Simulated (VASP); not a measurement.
# Al4P (I4/mmm) in VASP: further runs, part 3 of 3

VASP 6.6.1. Earlier steps stand in the parts before.

**4. Single point, PBE**

This run uses another cell than the first one, of 18.78 Å³/atom.

INCAR

```
SYSTEM = Al4P
ALGO = Normal ; EDIFF = 1E-6
ENCUT = 520 ; GGA = PE
ISIF = 2 ; ISMEAR = 0
LASPH = .TRUE. ; LCHARG = .TRUE.
LELF = .TRUE. ; LREAL = .FALSE.
LVHAR = .TRUE. ; LWAVE = .FALSE.
NBANDS = 16 ; NELM = 80
PREC = Accurate ; SIGMA = 0.1
```

KPOINTS

```
k-points
0
G
  10 10 10
  0 0 0
```

POSCAR

```
Al4P
1.0
   -2.5142531661      2.5142531661      3.7129539385
    2.5142531661     -2.5142531661      3.7129539385
    2.5142531661      2.5142531661     -3.7129539385
Al P
4 1
Direct
    0.3208838235      0.3208838235      0.0000000000
    0.6791161765      0.6791161765      0.0000000000
    0.5000000000      0.0000000000      0.5000000000
    0.0000000000      0.5000000000      0.5000000000
    0.0000000000      0.0000000000      0.0000000000
```

Potentials or basis: VASP PAW PBE potentials, release 64 (Al, P).

Command:

```sh
$ cat potpaw_PBE.64/Al/POTCAR potpaw_PBE.64/P/POTCAR > POTCAR
$ mpirun -np 1 vasp_std > vasp.out
```

OUTCAR:

```text
SYSTEM = Al4P
   EDIFF = 1E-6
   ENCUT = 520
   GGA = PE
   ISIF = 2
   ISMEAR = 0
   LASPH = .TRUE.
   LREAL = .FALSE.
   NELM = 80
   PREC = Accurate

 ion  position               nearest neighbor table
   1  0.321  0.321  0.000-   5 2.38   2 2.66   4 2.84   3 2.84   3 2.84   4 2.84
   2  0.679  0.679  0.000-   5 2.38   1 2.66   4 2.84   3 2.84   3 2.84   4 2.84
   3  0.500  0.000  0.500-   5 2.51   5 2.51   2 2.84   2 2.84   1 2.84   1 2.84
   4  0.000  0.500  0.500-   5 2.51   5 2.51   2 2.84   2 2.84   1 2.84   1 2.84
   5  0.000  0.000  0.000-   1 2.38   2 2.38   3 2.51   4 2.51   4 2.51   3 2.51

  LATTYP: Found a body centered tetragonal cell.
 ALAT       =     5.0285063322
 C/A-ratio  =     1.4767621609

  Lattice vectors:

 A1 = (  -2.5142531661,   2.5142531661,   3.7129539385)
 A2 = (   2.5142531661,  -2.5142531661,   3.7129539385)
 A3 = (   2.5142531661,   2.5142531661,  -3.7129539385)

Analysis of symmetry for initial positions (statically):
=====================================================================
 Subroutine PRICEL returns:
 Original cell was already a primitive cell.

 Routine SETGRP: Setting up the symmetry group for a
 body centered tetragonal supercell.

 Subroutine GETGRP returns: Found 16 space group operations
 (whereof 16 operations were pure point group operations)
 out of a pool of 16 trial point group operations.

The static configuration has the point symmetry D_4h.

Analysis of symmetry for dynamics (positions and initial velocities):
=====================================================================
 Subroutine PRICEL returns:
 Original cell was already a primitive cell.

 Routine SETGRP: Setting up the symmetry group for a
 body centered tetragonal supercell.

 Subroutine GETGRP returns: Found 16 space group operations
 (whereof 16 operations were pure point group operations)
 out of a pool of 16 trial point group operations.

The dynamic configuration has the point symmetry D_4h.

 Subroutine INISYM returns: Found 16 space group operations
 (whereof 16 operations are pure point group operations),
 and found     1 'primitive' translations

----------------------------------------------------------------------------------------

                                     Primitive cell

  volume of cell :      93.8853

  direct lattice vectors                    reciprocal lattice vectors
    -2.514253166  2.514253166  3.712953939     0.000000000  0.198866211  0.134663669
     2.514253166 -2.514253166  3.712953939     0.198866211  0.000000000  0.134663669
     2.514253166  2.514253166 -3.712953939     0.198866211  0.198866211  0.000000000

  length of vectors
     5.140910903  5.140910903  5.140910903     0.240170926  0.240170926  0.281239292

  position of ions in fractional coordinates (direct lattice)
     0.320883823  0.320883823  0.000000000
     0.679116177  0.679116177  0.000000000
     0.500000000  0.000000000  0.500000000
     0.000000000  0.500000000  0.500000000
     0.000000000  0.000000000  0.000000000

  ion indices of the primitive-cell ions
   primitive index   ion index
                 1           1
                 2           2
                 3           3
                 4           4
                 5           5

----------------------------------------------------------------------------------------
[... 49 lines left out ...]
  0.300000  0.300000  0.000000      8.000000
  0.400000  0.300000 -0.000000     16.000000
 [... further k-points ...]
   k-points           NKPTS =    102   k-points in BZ     NKDIM =    102   number of bands    NBANDS=     16
   number of dos      NEDOS =    301   number of ions     NIONS =      5
   total plane-waves  NPLWV =  64000
   dimension x,y,z NGX =    40 NGY =   40 NGZ =   40
   dimension x,y,z NGXF=    80 NGYF=   80 NGZF=   80
   ions per type =               4   1
   NGX,Y,Z   is equivalent  to a cutoff of  12.94, 12.94, 12.94 a.u.
   NGXF,Y,Z  is equivalent  to a cutoff of  25.87, 25.87, 25.87 a.u.
 SYSTEM =  Al4P
[... 17 lines left out ...]
   POTIM  = 0.5000    time-step for ionic-motion
   TEBEG  =    0.0;   TEEND  =   0.0 temperature during run
   PSTRESS=    0.0 pullay stress
   NELECT =      17.0000    total number of electrons
   NUPDOWN=      -1.0000    fix difference up-down
   EMIN   =  10.00;   EMAX   =-10.00  energy-range for DOS
   EFERMI =   0.00;   METHOD = LEGACY
   ISMEAR =     0;   SIGMA  =   0.10  broadening in eV -4-tet -1-fermi 0-gaus
   EFERMI_NEDOS =   21; number of points for ismear=-14 and -15
   IALGO  =     38    algorithm
   IMIX   =      4    mixing-type and parameters
     AMIX     =   0.40;   BMIX     =  1.00
     AMIX_MAG =   1.60;   BMIX_MAG =  1.00
  volume/ion in A,a.u.               =      18.78       126.71
  Fermi-wavevector in a.u.,A,eV,Ry     =   0.926173  1.750213 11.671020  0.857796
  Thomas-Fermi vector in A             =   2.052106
   LORBIT       =      0    0 simple, 1 ext, 2 COOP (PROOUT), +10 PAW based schemes
   GGA     = PE    functional components
   LHFCALC =     F    Hartree Fock is set to
   AEXX    =    0.0000 exact exchange contribution
   IVDW    =     0    specifies the selected vdW correction
   LEPSILON=     F    determine dielectric tensor
   LRPA    =     F    only Hartree local field effects (RPA)
 non-spin polarized calculation
 Gauss-broadening in eV      SIGMA  =   0.10
  energy-cutoff  :      520.00
  volume of cell :       93.89
 maximum number of plane-waves:      2551
 NGX is ok and might be reduce to    40
   NGX = 19   NGY = 19   NGZ = 19

 number of electron      17.0000000 magnetization

 Free energy of the ion-electron system (eV)
  ---------------------------------------------------
  ext. energy  EPLUGINS =         0.00000000
  ---------------------------------------------------
  free energy    TOTEN  =       -19.53525363 eV

  energy without entropy =      -19.52448710  energy(sigma->0) =      -19.52987036

 E-fermi :   6.5090     XC(G=0):  -9.7347

 val. band max:        6.5076221449   @ k =  -0.1000  -0.2000   0.1000
 cond. band min:       6.5159643843   @ k =   0.5000   0.4000   0.0000
 fundamental gap:      0.0083422394
 Fermi energy:         6.5089905369

 k-point     1 :       0.0000    0.0000    0.0000
  band No.  band energies     occupation
      1      -5.7690      2.00000
      2       0.1754      2.00000
      3       1.9374      2.00000
      4       2.3239      2.00000
      5       2.3239      2.00000
      6       4.4764      2.00000
[... 433 lines left out ...]
      3      -0.2121      2.00000
      4       1.1363      2.00000
      5       1.7750      2.00000
      6       4.5840      2.00000
[... 8 lines left out ...]
     15      11.9208      0.00000
     16      11.9707      0.00000

 [... further k-points ...]

------------------------ aborting loop because EDIFF is reached ----------------------------------------

  FORCE on cell =-STRESS in cart. coord.  units (eV):
  Direction    XX          YY          ZZ          XY          YZ          ZX
  --------------------------------------------------------------------------------------
  -------------------------------------------------------------------------------------
  Total       -0.0289475     -0.0289475     -0.0628969      0.0000000      0.0000000      0.0000000
  in kB       -0.4939965     -0.4939965     -1.0733526      0.0000000      0.0000000      0.0000000
  external PRESSURE =      -0.6871152 kB  Pullay stress =       0.0000000 kB

 VOLUME and BASIS-vectors are now :
 -----------------------------------------------------------------------------
  energy-cutoff  :      520.00
  volume of cell :       93.89
      direct lattice vectors                 reciprocal lattice vectors
    -2.514253166  2.514253166  3.712953939     0.000000000  0.198866211  0.134663669
     2.514253166 -2.514253166  3.712953939     0.198866211  0.000000000  0.134663669
     2.514253166  2.514253166 -3.712953939     0.198866211  0.198866211  0.000000000

 POSITION                                       TOTAL-FORCE (eV/Angst)
 -----------------------------------------------------------------------------------
      0.00000      0.00000      2.38285         0.000000      0.000000     -0.012440
      0.00000      0.00000      5.04305         0.000000      0.000000      0.012440
      0.00000      2.51425      0.00000        -0.000000     -0.000000      0.000000
      2.51425      0.00000      0.00000        -0.000000     -0.000000     -0.000000
      0.00000      0.00000      0.00000        -0.000000     -0.000000     -0.000000
 -----------------------------------------------------------------------------------
    total drift:                                0.000000     -0.000000      0.000000

  FREE ENERGIE OF THE ION-ELECTRON SYSTEM (eV)
  ---------------------------------------------------
  free  energy   TOTEN  =       -19.5352536269 eV

  energy  without entropy=      -19.5244871018  energy(sigma->0) =      -19.52987036
```

OSZICAR:

```text
N       E                     dE             d eps       ncg     rms          rms(c)
DAV:   1     0.204571647200E+02    0.20457E+02   -0.57606E+03  3264   0.812E+02
DAV:   2    -0.181356713536E+02   -0.38593E+02   -0.35437E+02  4336   0.109E+02
DAV:   3    -0.199630106955E+02   -0.18273E+01   -0.17966E+01  4416   0.219E+01
DAV:   4    -0.199828624153E+02   -0.19852E-01   -0.19845E-01  4112   0.282E+00
DAV:   5    -0.199831961084E+02   -0.33369E-03   -0.33368E-03  4512   0.376E-01    0.531E+00
DAV:   6    -0.195796877726E+02    0.40351E+00   -0.66169E-01  4064   0.404E+00    0.298E+00
DAV:   7    -0.195428001864E+02    0.36888E-01   -0.22694E-01  4384   0.221E+00    0.165E+00
DAV:   8    -0.195359392436E+02    0.68609E-02   -0.22983E-02  4184   0.800E-01    0.226E-01
DAV:   9    -0.195353176909E+02    0.62155E-03   -0.47280E-03  4128   0.401E-01    0.773E-02
DAV:  10    -0.195352480625E+02    0.69628E-04   -0.45613E-04  4032   0.121E-01    0.444E-02
DAV:  11    -0.195352531713E+02   -0.51089E-05   -0.46774E-05  4440   0.375E-02    0.343E-02
DAV:  12    -0.195352536269E+02   -0.45552E-06   -0.82139E-06  4256   0.142E-02
   1 F= -.19535254E+02 E0= -.19529870E+02  d E =-.107665E-01
```

stdout:

```text
POSCAR found type information on POSCAR AlP
 POSCAR found :  2 types and       5 ions
 scaLAPACK will be used
 LDA part: xc-table for (Slater+PW92), standard interpolation
 POSCAR, INCAR and KPOINTS ok, starting setup
 FFT: planning ... GRIDC
 FFT: planning ... GRID_SOFT
 FFT: planning ... GRID
 WAVECAR not read
 entering main loop
```

Wall time 1.7 min (1 thread of Intel Xeon 6975P-C (Granite Rapids), shared host); peak memory 0.3 GiB.

Results:

| Quantity | Value |
| --- | --- |
| Free energy | -19.5353 eV |
| Pressure | -0.1 GPa |
| Largest force | 0.012 eV/Å |
| Band gap on the k mesh | zero (an odd number of electrons rules out a gap without spin polarisation) |

Forces on the atoms (eV/Å):
```
Al   0.000  0.000 -0.012
Al   0.000  0.000  0.012
Al   0.000  0.000  0.000
Al   0.000  0.000  0.000
P    0.000  0.000  0.000
```

Levels at points of the mesh, in eV from the Fermi level:
```
           k point  band 4  band 5  band 6  band 7  band 8  band 9  band 10  band 11  band 12  band 13
(0.00, 0.00, 0.00)   -4.19   -4.19   -2.03   -0.54   -0.54   -0.34    -0.34    -0.17    -0.14     0.14
(0.50, 0.00, 0.00)   -4.26   -4.25   -3.00   -2.61   -2.15    0.45     2.08     2.47     2.49     2.68
(0.50, 0.50, 0.00)   -5.94   -5.62   -3.12    0.57    0.61    0.70     1.86     2.83     3.05     3.10
(0.50, 0.50, 0.50)   -5.22   -5.22   -3.80    0.13    0.25    0.25     2.55     3.42     3.77     3.77
```

**5. Relaxation of cell and atoms, PBE**

INCAR

```
SYSTEM = Al4P
PREC     = Accurate       ! precision mode
ENCUT    = 600            ! plane-wave cutoff, eV
EDIFF    = 1E-6           ! SCF threshold, eV
ISMEAR   = 0              ! smearing method
SIGMA    = 0.1            ! smearing width, eV
LREAL    = .False.        ! projectors in reciprocal space
LASPH    = .True.         ! aspherical terms in the spheres
NELM     = 100            ! most SCF steps
ALGO     = Normal         ! electronic algorithm
ISIF     = 3              ! what is computed and relaxed
LWAVE    = .False.        ! write WAVECAR
LCHARG   = .False.        ! write CHGCAR
GGA      = PE             ! functional
IBRION   = 2              ! ionic algorithm
NSW      = 90             ! ionic steps
EDIFFG   = -0.04          ! ionic threshold
```

KPOINTS

```
regular mesh
0
Gamma
  6 6 6
  0 0 0
```

POSCAR

```
Al4P
1.0
   -2.0960663500      2.0960663500      4.1041493800
    2.0960663500     -2.0960663500      4.1041493800
    2.0960663500      2.0960663500     -4.1041493800
Al P
4 1
Direct
    0.2370000000      0.2370000000      0.0000000000
    0.7630000000      0.7630000000      0.0000000000
    0.5000000000      0.0000000000      0.5000000000
    0.0000000000      0.5000000000      0.5000000000
    0.0000000000      0.0000000000      0.0000000000
```

Command:

```sh
$ cat potpaw_PBE.64/Al/POTCAR potpaw_PBE.64/P/POTCAR > POTCAR
$ mpirun -np 1 vasp_std > vasp.out
```

It took 3.9 min on 1 thread of Intel Xeon 6975P-C (Granite Rapids), shared host; peak memory 0.25 GiB.

The run converged. Its results:

```yaml
Free_energy: -19.5580 eV
Relaxed_volume: 18.69 Å³/atom
Relaxed_cell: a = 5.145 Å, b = 5.145 Å, c = 5.145 Å, α = 121.86°, β = 121.86°, γ = 86.81°
Space_group_after_relaxing_to_0.1_Å: I4/mmm (No. 139)
Energy_gained_by_relaxing: 1107.7 meV/atom
Ionic_steps: 16
Pressure_after_relaxing: 0.1 GPa
Largest_force_after_relaxing: 0.034 eV/Å
Band_gap_on_the_k_mesh: zero (an odd number of electrons rules out a gap without spin polarisation)
```

Forces on the atoms (eV/Å):
```
Al   0.000  0.000  0.034
Al   0.000  0.000 -0.034
Al   0.000  0.000  0.000
Al   0.000  0.000  0.000
P    0.000  0.000  0.000
```

Stress tensor (GPa, compression positive):
```
 0.15  0.00  0.00
 0.00  0.15  0.00
 0.00  0.00 -0.09
```

Step by step:
| step | energy change (eV) | largest force (eV/Å) | pressure (GPa) | volume (Å³) |
| --- | --- | --- | --- | --- |
| 1 | 0.0000 | 8.4572 | 48.83 | 72.13 |
| 2 | -3.5731 | 0.0715 | -8.38 | 128.18 |
| 3 | -4.6300 | 0.5059 | -0.51 | 100.08 |
| 4 | -4.6304 | 0.5425 | -0.14 | 99.46 |
| 5 | -4.8718 | 0.6188 | -1.86 | 100.18 |
| 6 | -5.0001 | 0.8310 | -2.48 | 100.67 |
| 7 | -4.9844 | 1.7783 | -1.83 | 100.79 |
| 8 | -5.0210 | 1.2127 | -2.34 | 100.87 |
| 9 | -5.2367 | 0.9710 | -0.76 | 96.67 |
| 10 | -5.3077 | 0.6417 | 8.25 | 84.85 |
| 11 | -5.3713 | 0.8781 | 1.56 | 92.21 |
| 12 | -5.4446 | 0.4755 | 4.21 | 88.51 |
| 13 | -5.4853 | 0.7102 | 2.09 | 91.16 |
| 14 | -5.5075 | 0.2201 | 2.70 | 90.19 |
| 15 | -5.5382 | 0.0460 | -0.05 | 93.63 |
| 16 | -5.5383 | 0.0343 | 0.07 | 93.46 |

Final structure:
```
CELL_PARAMETERS angstrom
-2.50000 2.50000 3.73821
2.50000 -2.50000 3.73821
2.50000 2.50000 -3.73821
ATOMIC_POSITIONS crystal
Al 0.31781 0.31781 0.00000
Al 0.68219 0.68219 0.00000
Al 0.50000 0.00000 0.50000
Al 0.00000 0.50000 0.50000
P 0.00000 0.00000 0.00000
```

Levels at points of the mesh, in eV from the Fermi level:
```
           k point  band 5  band 6  band 7  band 8  band 9  band 10  band 11  band 12
(0.00, 0.00, 0.00)   -4.18   -1.98   -0.54   -0.54   -0.27    -0.20    -0.08     0.08
(0.50, 0.00, 0.00)   -4.19   -2.90   -2.62   -2.07    0.48     2.19     2.46     2.61
(0.50, 0.50, 0.00)   -5.61   -3.13    0.49    0.76    0.77     1.84     2.74     3.16
(0.50, 0.50, 0.50)   -5.19   -3.71    0.14    0.35    0.35     2.73     3.46     3.85
```

Caveat: the volume moved by over 15 % at a fixed basis, so the end points are rough.

**6. Relaxation of cell and atoms, PBE**

This run uses another cell than the first one, of 18.68 Å³/atom.

INCAR

```
PREC     = Accurate       # precision mode
ENCUT    = 600            # plane-wave cutoff, eV
EDIFF    = 1E-6           # SCF threshold, eV
ISMEAR   = 0              # smearing method
SIGMA    = 0.1            # smearing width, eV
LREAL    = False          # projectors in reciprocal space
LASPH    = True           # aspherical terms in the spheres
NELM     = 100            # most SCF steps
ALGO     = Normal         # electronic algorithm
ISIF     = 3              # what is computed and relaxed
LWAVE    = False          # write WAVECAR
LCHARG   = False          # write CHGCAR
GGA      = PE             # functional
IBRION   = 2              # ionic algorithm
NSW      = 100            # ionic steps
EDIFFG   = -0.01          # ionic threshold
```

KPOINTS

```
Automatic mesh
0
Gamma
  10 10 10
```

POSCAR

```
Al4P
1.0
   -2.5018953914      2.5018953914      3.7310667094
    2.5018953914     -2.5018953914      3.7310667094
    2.5018953914      2.5018953914     -3.7310667094
Al P
4 1
Direct
    0.3183657211      0.3183657211      0.0000000000
    0.6816342789      0.6816342789      0.0000000000
    0.5000000000      0.0000000000      0.5000000000
    0.0000000000      0.5000000000      0.5000000000
    0.0000000000      0.0000000000      0.0000000000
```

Potentials or basis: VASP PAW PBE potentials, release 64 (Al, P).

Command:

```sh
$ cat potpaw_PBE.64/Al/POTCAR potpaw_PBE.64/P/POTCAR > POTCAR
$ mpirun -np 1 vasp_std > vasp.out
```

Run time: 5.3 min. Hardware: 1 thread of Intel Xeon 6975P-C (Granite Rapids), shared host; peak memory 0.34 GiB.

Results (log left out):

```
Free energy                           : -19.5357 eV
Relaxed volume                        : 18.76 Å³/atom
Relaxed cell                          : a = 5.139 Å, b = 5.139 Å, c = 5.139 Å, α = 121.43°, β = 121.43°, γ = 87.54°
Space group after relaxing (to 0.1 Å) : I4/mmm (No. 139)
Energy gained by relaxing             : 0.7 meV/atom
Ionic steps                           : 7
Pressure after relaxing               : 0.0 GPa
```

Step by step:
| step | energy change (eV) | largest force (eV/Å) | pressure (GPa) | volume (Å³) |
| --- | --- | --- | --- | --- |
| 1 | 0.0000 | 0.1310 | 0.28 | 93.42 |
| 2 | -0.0021 | 0.0811 | -0.05 | 93.86 |
| 3 | -0.0026 | 0.0383 | -0.31 | 94.23 |
| 4 | -0.0036 | 0.0018 | -0.07 | 93.90 |
| 5 | -0.0037 | 0.0118 | -0.02 | 93.82 |
| 6 | -0.0037 | 0.0131 | -0.01 | 93.81 |
| 7 | -0.0037 | 0.0002 | 0.00 | 93.79 |

Final structure:
```
CELL_PARAMETERS angstrom
-2.51367 2.51367 3.71101
2.51367 -2.51367 3.71101
2.51367 2.51367 -3.71101
ATOMIC_POSITIONS crystal
Al 0.32076 0.32076 0.00000
Al 0.67924 0.67924 0.00000
Al 0.50000 0.00000 0.50000
Al 0.00000 0.50000 0.50000
P 0.00000 0.00000 0.00000
```

Levels at points of the mesh, in eV from the Fermi level:
| k point | band 6 | band 7 | band 8 | band 9 | band 10 | band 11 |
| --- | --- | --- | --- | --- | --- | --- |
| (0.00, 0.00, 0.00) | -2.03 | -0.54 | -0.54 | -0.34 | -0.34 | -0.17 |
| (0.50, 0.00, 0.00) | -3.01 | -2.60 | -2.15 | 0.45 | 2.08 | 2.47 |
| (0.50, 0.50, 0.00) | -3.13 | 0.57 | 0.61 | 0.70 | 1.87 | 2.84 |
| (0.50, 0.50, 0.50) | -3.81 | 0.13 | 0.25 | 0.25 | 2.55 | 3.43 |

Caveat: the highest band is partly filled, so the run has too few bands.

**7. Summary**

| task | cell | k mesh | cutoff (eV) | gap on the mesh (eV) | pressure (GPa) | relaxed volume (Å³/atom) | largest force (eV/Å) |
| --- | --- | --- | --- | --- | --- | --- | --- |
| single point | a = 5.063 Å, angles 131.1, 131.1, 71.7°, 5 atoms, atomic positions A | 6 × 6 × 6 | 520 | none | 48.8 | - | 8.46 |
| single point | a = 5.142 Å, angles 121.8, 121.8, 87.0°, 5 atoms, atomic positions B | 6 × 6 × 6 | 520 | none | 0.1 | - | 0.01 |
| single point | a = 5.141 Å, angles 121.4, 121.4, 87.5°, 5 atoms, atomic positions C | 10 × 10 × 10 | 520 | none | -0.1 | - | 0.01 |
| relaxation of cell and atoms | relaxed from a = 5.063 Å, angles 131.1, 131.1, 71.7°, 5 atoms, atomic positions A | 6 × 6 × 6 | 600 | none | 0.1 | 18.69 | 0.03 |
| relaxation of cell and atoms | relaxed from a = 5.142 Å, angles 121.8, 121.8, 87.0°, 5 atoms, atomic positions B | 10 × 10 × 10 | 600 | - | 0.0 | 18.76 | - |

Alike in all rows: level PBE; potentials or basis VASP PAW PBE potentials, release 64 (Al, P); no spin polarisation; smearing gaussian 0.1 eV.

Caveats: the cell stands under pressure (at least some runs); forces of over 1 eV/Å act on the atoms, so gaps and moduli don't describe the material at rest (at least some runs); the volume moved by over 15 % at a fixed basis, so the end points are rough (at least some runs); the highest band is partly filled, so the run has too few bands (at least some runs).

Absolute energies hang on the potentials; compare differences alone.
